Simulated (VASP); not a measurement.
Input of a VASP 6.6.1 run:

The input INCAR:

```
PREC = Accurate ; ENCUT = 520
EDIFF = 1E-6 ; ISMEAR = 0
SIGMA = 0.05 ; LREAL = False
LASPH = True ; NELM = 150
ALGO = Fast ; ISIF = 2
LWAVE = False ; LCHARG = False
ISPIN = 2 ; MAGMOM = 0.76
LORBIT = 11 ; LMAXMIX = 4
GGA = PE ; NBANDS = 15
```

Contents of KPOINTS:

```
regular mesh
0
Gamma
  22 22 22
```

POSCAR

```
Ni
1.0
    0.0000000000      1.7709610164      1.7709610164
    1.7709610164      0.0000000000      1.7709610164
    1.7709610164      1.7709610164      0.0000000000
Ni
1
Direct
    0.0000000000      0.0000000000      0.0000000000
```

Potentials or basis: VASP PAW PBE potentials, release 64 (Ni).

Run with:

```sh
$ cat potpaw_PBE.64/Ni/POTCAR > POTCAR
$ mpirun -np 1 vasp_std > vasp.out
```

Q: Predict the pressure.

A: -4.2 GPa.

Q: Estimate the net moment.

A: 0.65 μB per cell.

Caveat: the cell stands under tension.
